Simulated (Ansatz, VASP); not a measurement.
## Two plane-wave programs on CaSn3Se4

```
CELL_PARAMETERS angstrom
6.00379 0.00000 0.00000
0.00000 6.00379 0.00000
0.00000 0.00000 6.00379
ATOMIC_POSITIONS crystal
Sn 0.50000 0.00000 0.00000
Sn 0.00000 0.50000 0.00000
Sn 0.00000 0.00000 0.50000
Se 0.00000 0.50000 0.50000
Se 0.50000 0.00000 0.50000
Se 0.50000 0.50000 0.00000
Se 0.00000 0.00000 0.00000
Ca 0.50000 0.50000 0.50000
```

Alike in both runs: task single point; functional r2SCAN; k mesh 4 × 4 × 4; occupations fermi-dirac, width 0.02 eV; no spin polarisation.

```csv
,VASP,Ansatz
version,VASP 6.6.1,Ansatz 0.2.0
potentials or method,"VASP PAW PBE potentials, release 64 (Sn_d, Se, Ca_sv)","plane waves, PAW"
plane-wave cutoff (eV),520,500
valence electrons in the cell,76,116
```

|  | VASP | Ansatz | Ansatz less VASP |
| --- | --- | --- | --- |
| pressure (GPa) | 0.0 | 0.0 | -0.06 |

VASP's potentials were made for PBE, not for r2SCAN. With one functional, cell and mesh, what is left measures potentials, basis and numerics. VASP's potentials hold 76 valence electrons a cell and Ansatz's 116, so a difference there can come from the potentials and not from the codes.
